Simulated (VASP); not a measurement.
# ZnCu2SnS4 (I-42m) in VASP: single point with PBEsol

Aim: the single point of ZnCu2SnS4 with PBEsol.

All numbers are computed with VASP 6.6.1; they aren't measurements. Logs are shortened: lines on timing, memory, paths and dates and some standing lists are left out, and cuts for length are marked.

## (1) The cell of the first run

Symmetry: I-42m, No. 121, tetragonal system. Conventional cell: a = 5.289 Å, b = 5.289 Å, c = 10.791 Å, α = 90.00°, β = 90.00°, γ = 90.00°. Within 3.2 Å of Sn (site symmetry -42m) lie 4 S at 2.41 Å. Zn (site symmetry -42m) has 4 S at 2.31 Å within 3.1 Å. Cu (site symmetry -4) has 4 S at 2.26 Å within 3.0 Å. Within 3.0 Å of S (site symmetry m) lie 2 Cu at 2.26 Å and 1 Zn at 2.31 Å and 1 Sn at 2.41 Å.

## (2) Single point, PBEsol

INCAR

```
  PREC = Accurate
  ENCUT = 520
  EDIFF = 1E-6
  ISMEAR = -1
  SIGMA = 0.05
  LREAL = F
  LASPH = T
  NELM = 100
  ALGO = Normal
  ISIF = 2
  LWAVE = F
  LCHARG = T
  GGA = PS
  LELF = T
  LVHAR = T
  NBANDS = 46
```

KPOINTS

```
regular mesh
0
Gamma
  6 6 6
```

POSCAR

```
ZnCu2SnS4
1.0
   -2.6445217092      2.6445217092      5.3955884400
    2.6445217092     -2.6445217092      5.3955884400
    2.6445217092      2.6445217092     -5.3955884400
Sn Zn Cu S
1 1 2 4
Direct
    0.5000000000      0.5000000000      0.0000000000
    0.0000000000      0.0000000000      0.0000000000
    0.7500000000      0.2500000000      0.5000000000
    0.2500000000      0.7500000000      0.5000000000
    0.1087770700      0.1087770700      0.4840744100
    0.6247026600      0.6247026600      0.5159255900
    0.3752973400      0.8912229300      0.0000000000
    0.8912229300      0.3752973400      0.0000000000
```

Potentials or basis: VASP PAW PBE potentials, release 64 (Sn_d, Zn, Cu, S).

Command:

```console
$ cat potpaw_PBE.64/Sn_d/POTCAR potpaw_PBE.64/Zn/POTCAR potpaw_PBE.64/Cu/POTCAR potpaw_PBE.64/S/POTCAR > POTCAR
$ mpirun -np 1 vasp_std > vasp.out
```

OUTCAR:

```text
PREC = Accurate
   ENCUT = 520
   EDIFF = 1E-6
   ISMEAR = -1
   LREAL = F
   LASPH = T
   NELM = 100
   ISIF = 2
   GGA = PS

 ion  position               nearest neighbor table
   1  0.500  0.500  0.000-   5 2.41   8 2.41   7 2.41   6 2.41
   2  0.000  0.000  0.000-   5 2.31   7 2.31   8 2.31   6 2.31
   3  0.750  0.250  0.500-   6 2.26   8 2.26   7 2.26   5 2.26
   4  0.250  0.750  0.500-   6 2.26   7 2.26   8 2.26   5 2.26
   5  0.109  0.109  0.484-   3 2.26   4 2.26   2 2.31   1 2.41
   6  0.625  0.625  0.516-   3 2.26   4 2.26   2 2.31   1 2.41
   7  0.375  0.891  0.000-   3 2.26   4 2.26   2 2.31   1 2.41
   8  0.891  0.375  0.000-   4 2.26   3 2.26   2 2.31   1 2.41

  LATTYP: Found a body centered tetragonal cell.
 ALAT       =     5.2890434184
 C/A-ratio  =     2.0402889571

  Lattice vectors:

 A1 = (  -2.6445217092,   2.6445217092,   5.3955884400)
 A2 = (   2.6445217092,  -2.6445217092,   5.3955884400)
 A3 = (   2.6445217092,   2.6445217092,  -5.3955884400)

Analysis of symmetry for initial positions (statically):
=====================================================================
 Subroutine PRICEL returns:
 Original cell was already a primitive cell.

 Routine SETGRP: Setting up the symmetry group for a
 body centered tetragonal supercell.

 Subroutine GETGRP returns: Found  8 space group operations
 (whereof  8 operations were pure point group operations)
 out of a pool of 16 trial point group operations.

The static configuration has the point symmetry D_2d.

Analysis of symmetry for dynamics (positions and initial velocities):
=====================================================================
 Subroutine PRICEL returns:
 Original cell was already a primitive cell.

 Routine SETGRP: Setting up the symmetry group for a
 body centered tetragonal supercell.

 Subroutine GETGRP returns: Found  8 space group operations
 (whereof  8 operations were pure point group operations)
 out of a pool of 16 trial point group operations.

The dynamic configuration has the point symmetry D_2d.

 Subroutine INISYM returns: Found  8 space group operations
 (whereof  8 operations are pure point group operations),
 and found     1 'primitive' translations

----------------------------------------------------------------------------------------

                                     Primitive cell

  volume of cell :     150.9361

  direct lattice vectors                    reciprocal lattice vectors
    -2.644521709  2.644521709  5.395588440     0.000000000  0.189070106  0.092668298
     2.644521709 -2.644521709  5.395588440     0.189070106  0.000000000  0.092668298
     2.644521709  2.644521709 -5.395588440     0.189070106  0.189070106  0.000000000

  length of vectors
     6.565010644  6.565010644  6.565010644     0.210558587  0.210558587  0.267385508

  position of ions in fractional coordinates (direct lattice)
     0.500000000  0.500000000  0.000000000
     0.000000000  0.000000000  0.000000000
     0.750000000  0.250000000  0.500000000
     0.250000000  0.750000000  0.500000000
     0.108777070  0.108777070  0.484074410
     0.624702660  0.624702660  0.515925590
     0.375297340  0.891222930  0.000000000
     0.891222930  0.375297340  0.000000000

  ion indices of the primitive-cell ions
   primitive index   ion index
                 1           1
                 2           2
                 3           3
                 4           4
                 5           5
                 6           6
                 7           7
                 8           8

----------------------------------------------------------------------------------------

 KPOINTS: regular mesh

Automatic generation of k-mesh.
 Grid dimensions read from file:
 generate k-points for:    6    6    6

 Generating k-lattice:

  Cartesian coordinates                     Fractional coordinates (reciprocal lattice)
     0.000000000  0.031511684  0.015444716     0.166666667  0.000000000 -0.000000000
     0.031511684  0.000000000  0.015444716     0.000000000  0.166666667 -0.000000000
     0.031511684  0.031511684  0.000000000     0.000000000  0.000000000  0.166666667

  Length of vectors
     0.035093098  0.035093098  0.044564251

  Shift w.r.t. Gamma in fractional coordinates (k-lattice)
     0.000000000  0.000000000  0.000000000

 Subroutine IBZKPT returns following result:
 ===========================================

 Found     30 irreducible k-points:

 Following reciprocal coordinates:
            Coordinates               Weight
  0.000000  0.000000  0.000000      1.000000
  0.166667 -0.000000  0.000000      8.000000
  0.333333 -0.000000  0.000000      8.000000
  0.500000  0.000000  0.000000      4.000000
  0.166667  0.166667  0.000000      8.000000
  0.333333  0.166667  0.000000     16.000000
[... 16 lines left out ...]
 -0.333333 -0.333333  0.166667      8.000000
 -0.166667 -0.333333  0.166667      8.000000
 [... further k-points ...]
   k-points           NKPTS =     30   k-points in BZ     NKDIM =     30   number of bands    NBANDS=     46
   number of dos      NEDOS =    301   number of ions     NIONS =      8
   total plane-waves  NPLWV = 125000
   dimension x,y,z NGX =    50 NGY =   50 NGZ =   50
   dimension x,y,z NGXF=   100 NGYF=  100 NGZF=  100
   ions per type =               1   1   2   4
   NGX,Y,Z   is equivalent  to a cutoff of  12.66, 12.66, 12.66 a.u.
   NGXF,Y,Z  is equivalent  to a cutoff of  25.32, 25.32, 25.32 a.u.
 SYSTEM =  unknown system
   PREC   = accura    normal or accurate (medium, high low for compatibility)
   ISTART =      0    job   : 0-new  1-cont  2-samecut
   ICHARG =      2    charge: 1-file 2-atom 10-const
   ISPIN  =      1    spin polarized calculation?
   LNONCOLLINEAR =      F non collinear calculations
   LSORBIT =      F    spin-orbit coupling
   LASPH  =      T    aspherical Exc in radial PAW
   ENCUT  =  520.0 eV  38.22 Ry    6.18 a.u.  12.21 12.21 12.21*2*pi/ulx,y,z
   NELM   =    100;   NELMIN=  2; NELMDL= -5     # of ELM steps
   EDIFF  = 0.1E-05   stopping-criterion for ELM
   LREAL  =      F    real-space projection
   EDIFFG = 0.1E-04   stopping-criterion for IOM
   NSW    =      0    number of steps for IOM
   IBRION =     -1    ionic relax: 0-MD 1-quasi-New 2-CG
   NFREE  =      0    steps in history (QN), initial steepest desc. (CG)
   ISIF   =      2    stress and relaxation
   ISYM   =      2    0-nonsym 1-usesym 2-fastsym
   POTIM  = 0.5000    time-step for ionic-motion
   TEBEG  =    0.0;   TEEND  =   0.0 temperature during run
   PSTRESS=    0.0 pullay stress
   NELECT =      72.0000    total number of electrons
   NUPDOWN=      -1.0000    fix difference up-down
   EMIN   =  10.00;   EMAX   =-10.00  energy-range for DOS
   EFERMI =   0.00;   METHOD = LEGACY
   ISMEAR =    -1;   SIGMA  =   0.05  broadening in eV -4-tet -1-fermi 0-gaus
   EFERMI_NEDOS =   21; number of points for ismear=-14 and -15
   IALGO  =     38    algorithm
   IMIX   =      4    mixing-type and parameters
     AMIX     =   0.40;   BMIX     =  1.00
     AMIX_MAG =   1.60;   BMIX_MAG =  1.00
  volume/ion in A,a.u.               =      18.87       127.32
  Fermi-wavevector in a.u.,A,eV,Ry     =   1.279149  2.417242 22.262171  1.636223
  Thomas-Fermi vector in A             =   2.411651
   LORBIT       =      0    0 simple, 1 ext, 2 COOP (PROOUT), +10 PAW based schemes
   GGA     = PS    functional components
   LHFCALC =     F    Hartree Fock is set to
   AEXX    =    0.0000 exact exchange contribution
   IVDW    =     0    specifies the selected vdW correction
   LEPSILON=     F    determine dielectric tensor
   LRPA    =     F    only Hartree local field effects (RPA)
 non-spin polarized calculation
  energy-cutoff  :      520.00
  volume of cell :      150.94
 maximum number of plane-waves:      4086
 NGX is ok and might be reduce to    50
   NGX = 25   NGY = 25   NGZ = 25

 number of electron      71.9999990 magnetization

 Free energy of the ion-electron system (eV)
  ---------------------------------------------------
  ext. energy  EPLUGINS =         0.00000000
  ---------------------------------------------------
  free energy    TOTEN  =       -35.75245566 eV

  energy without entropy =      -35.75165585  energy(sigma->0) =      -35.75205576

 E-fermi :   5.6165     XC(G=0): -10.2899

 val. band max:        5.4925393476   @ k =   0.0000   0.0000   0.0000
 cond. band min:       5.6703445973   @ k =   0.0000   0.0000   0.0000
 fundamental gap:      0.1778052497
 Fermi energy:         5.6165400407

 k-point     1 :       0.0000    0.0000    0.0000
  band No.  band energies     occupation
      1     -16.8327      2.00000
      2     -16.8327      2.00000
      3     -16.8202      2.00000
      4     -16.7355      2.00000
      5     -16.7269      2.00000
      6      -9.4854      2.00000
[... 38 lines left out ...]
     45      10.5191      0.00000
     46      12.0986      0.00000

 k-point     2 :       0.1667   -0.0000    0.0000
  band No.  band energies     occupation
      1     -16.8329      2.00000
      2     -16.8327      2.00000
      3     -16.8204      2.00000
      4     -16.7354      2.00000
      5     -16.7267      2.00000
      6      -9.3804      2.00000
[... 38 lines left out ...]
     45      10.7807      0.00000
     46      11.3342      0.00000

 k-point     3 :       0.3333   -0.0000    0.0000
  band No.  band energies     occupation
      1     -16.8333      2.00000
      2     -16.8327      2.00000
      3     -16.8208      2.00000
      4     -16.7353      2.00000
      5     -16.7263      2.00000
      6      -9.0916      2.00000
[... 38 lines left out ...]
     45      11.3645      0.00000
     46      11.5625      0.00000

 k-point     4 :       0.5000    0.0000    0.0000
  band No.  band energies     occupation
      1     -16.8335      2.00000
      2     -16.8327      2.00000
      3     -16.8210      2.00000
      4     -16.7352      2.00000
      5     -16.7260      2.00000
      6      -8.8035      2.00000
[... 920 lines left out ...]
     45      11.0115      0.00000
     46      11.3373      0.00000

 k-point    23 :      -0.3333   -0.3333    0.1667
  band No.  band energies     occupation
      1     -16.8328      2.00000
      2     -16.8327      2.00000
      3     -16.8207      2.00000
      4     -16.7353      2.00000
      5     -16.7265      2.00000
      6      -9.0334      2.00000
[... 38 lines left out ...]
     45      11.0798      0.00000
     46      11.2021      0.00000

 k-point    24 :      -0.1667   -0.3333    0.1667
  band No.  band energies     occupation
      1     -16.8328      2.00000
      2     -16.8326      2.00000
      3     -16.8205      2.00000
      4     -16.7354      2.00000
      5     -16.7267      2.00000
      6      -9.2261      2.00000
[... 38 lines left out ...]
     45      10.8014      0.00000
     46      11.0195      0.00000

 [... further k-points ...]
[... 5 lines left out ...]
  --------------------------------------------------------------------------------------
  -------------------------------------------------------------------------------------
  Total        2.7990247      2.7990247      2.2407970      0.0000000      0.0000000      0.0000000
  in kB       29.7114768     29.7114768     23.7859233      0.0000000      0.0000000      0.0000000
  external PRESSURE =      27.7362923 kB  Pullay stress =       0.0000000 kB

 VOLUME and BASIS-vectors are now :
 -----------------------------------------------------------------------------
  energy-cutoff  :      520.00
  volume of cell :      150.94
      direct lattice vectors                 reciprocal lattice vectors
    -2.644521709  2.644521709  5.395588440     0.000000000  0.189070106  0.092668298
     2.644521709 -2.644521709  5.395588440     0.189070106  0.000000000  0.092668298
     2.644521709  2.644521709 -5.395588440     0.189070106  0.189070106  0.000000000

 POSITION                                       TOTAL-FORCE (eV/Angst)
 -----------------------------------------------------------------------------------
      0.00000      0.00000      5.39559        -0.000000      0.000000     -0.000000
      0.00000      0.00000      0.00000         0.000000      0.000000     -0.000000
      0.00000      2.64452      2.69779         0.000000      0.000000     -0.000000
      2.64452      0.00000      2.69779         0.000000      0.000000     -0.000000
      1.28015      1.28015     -1.43803        -0.115008     -0.115008     -0.173557
      1.36438      1.36438      3.95755         0.115008      0.115008     -0.173557
      1.36438     -1.36438      6.83362         0.115008     -0.115008      0.173557
     -1.36438      1.36438      6.83362        -0.115008      0.115008      0.173557
 -----------------------------------------------------------------------------------
    total drift:                               -0.000015     -0.000015     -0.000009

  FREE ENERGIE OF THE ION-ELECTRON SYSTEM (eV)
  ---------------------------------------------------
  free  energy   TOTEN  =       -35.7524556649 eV

  energy  without entropy=      -35.7516558499  energy(sigma->0) =      -35.75205576
```

Wall time 5.5 min (1 thread of Intel Xeon Platinum 8488C (Sapphire Rapids), shared host); peak memory 0.47 GiB.

Results:

```yaml
Free_energy: -35.7525 eV
Pressure: 2.8 GPa
Largest_force: 0.238 eV/Å
Band_gap_on_the_k_mesh: 0.18 eV, direct
```

Forces on the atoms (eV/Å):
```
Sn   0.000  0.000  0.000
Zn   0.000  0.000  0.000
Cu   0.000  0.000  0.000
Cu   0.000  0.000  0.000
S   -0.115 -0.115 -0.174
S    0.115  0.115 -0.174
S    0.115 -0.115  0.174
S   -0.115  0.115  0.174
```

Stress tensor (GPa, compression positive):
```
2.97 0.00 0.00
0.00 2.97 0.00
0.00 0.00 2.38
```

Levels at points of the mesh, in eV from the valence-band top:
```csv
k point,band 32,band 33,band 34,band 35,band 36,band 37,band 38,band 39,band 40,band 41
"(0.00, 0.00, 0.00)",-1.96,-1.85,-0.21,0.00,0.00,0.18,1.82,3.12,3.53,3.53
"(0.50, 0.00, 0.00)",-1.56,-1.37,-1.33,-0.96,-0.88,1.79,3.06,3.41,3.89,4.10
"(0.50, 0.50, 0.00)",-1.58,-1.50,-0.66,-0.56,-0.47,0.58,2.66,2.68,4.21,4.27
"(0.50, 0.50, 0.50)",-1.99,-1.65,-1.47,-0.75,-0.75,1.27,1.74,1.74,2.01,3.11
```

Caveat: the PAW data sets were made with another functional, which shifts forces and pressure a little; spin-orbit coupling is left out, which moves the levels of the heavy elements.
